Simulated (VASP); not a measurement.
Set up this calculation in VASP 6.6.1, as the native input.

```
Task                   : relaxation of cell and atoms
Functional             : PBE
Potentials or basis    : VASP PAW PBE potentials, release 64 (Hg, Pt, Se, F)
Cutoff                 : 600 eV
k mesh                 : 3 × 3 × 3
Occupations            : gaussian, width 0.15 eV
Spin                   : no spin polarisation
Dipole correction      : no
Further INCAR settings : ALGO = Normal; EDIFF = 1e-07; IBRION = 2; EDIFFG = -0.08; NSW = 36; ISIF = 3
```

The structure of HgPtSeF3 lies in POSCAR:

```
HgPtSeF3
1.0
   -2.6238143000      3.1370421000      3.9770879400
    2.6238143000     -3.1370421000      3.9770879400
    2.6238143000      3.1370421000     -3.9770879400
Hg Pt Se F
1 1 1 3
Direct
    0.0000000000      0.0000000000      0.0000000000
    0.5000000000      0.5000000000      0.0000000000
    0.0000000000      0.5000000000      0.5000000000
    0.7602483700      0.7602483700      0.0000000000
    0.2397516300      0.2397516300      0.0000000000
    0.5000000000      0.0000000000      0.5000000000
```

The cell was built from a structure type or drawn by symmetry, and may not be a known phase.

The input as run:

INCAR

```
SYSTEM = HgPtSeF3
PREC = Accurate
ENCUT = 600
EDIFF = 1E-7
ISMEAR = 0
SIGMA = 0.15
LREAL = .FALSE.
LASPH = .TRUE.
NELM = 120
ALGO = Normal
ISIF = 3
LWAVE = .FALSE.
LCHARG = .FALSE.
GGA = PE
IBRION = 2
NSW = 36
EDIFFG = -0.08
GGA_COMPAT = .FALSE.
NELMIN = 4
```

KPOINTS

```
Automatic mesh
0
G
  3 3 3
  0 0 0
```

Potentials or basis: VASP PAW PBE potentials, release 64 (Hg, Pt, Se, F).

Launch:

```console
$ cat potpaw_PBE.64/Hg/POTCAR potpaw_PBE.64/Pt/POTCAR potpaw_PBE.64/Se/POTCAR potpaw_PBE.64/F/POTCAR > POTCAR
$ mpirun -np 1 vasp_std > vasp.out
```

Results of the run:

```yaml
Relaxed_volume: 19.06 Å³/atom
Relaxed_cell: a = 5.727 Å, b = 5.727 Å, c = 5.727 Å, α = 127.64°, β = 127.58°, γ = 77.26°
Space_group_after_relaxing_to_0.1_Å: Immm (No. 71)
Energy_gained_by_relaxing: 516.9 meV/atom
Ionic_steps: 14
Pressure_after_relaxing: 0.2 GPa
Largest_force_after_relaxing: 0.009 eV/Å
Band_gap_on_the_k_mesh: zero (an odd number of electrons rules out a gap without spin polarisation)
```

Caveat: the k points lie up to 0.48 Å⁻¹ apart in the final cell, too coarse for converged energies and pressures of a metal; spin-orbit coupling is left out, which moves the levels of the heavy elements; an odd number of electrons without spin polarisation forces a metal; a magnetic or distorted state may lie lower.

Run time: 9.8 min on 1 thread of AMD EPYC 7R43 64-Core Processor (Zen 3), with other jobs on the host, peak memory 0.34 GiB.
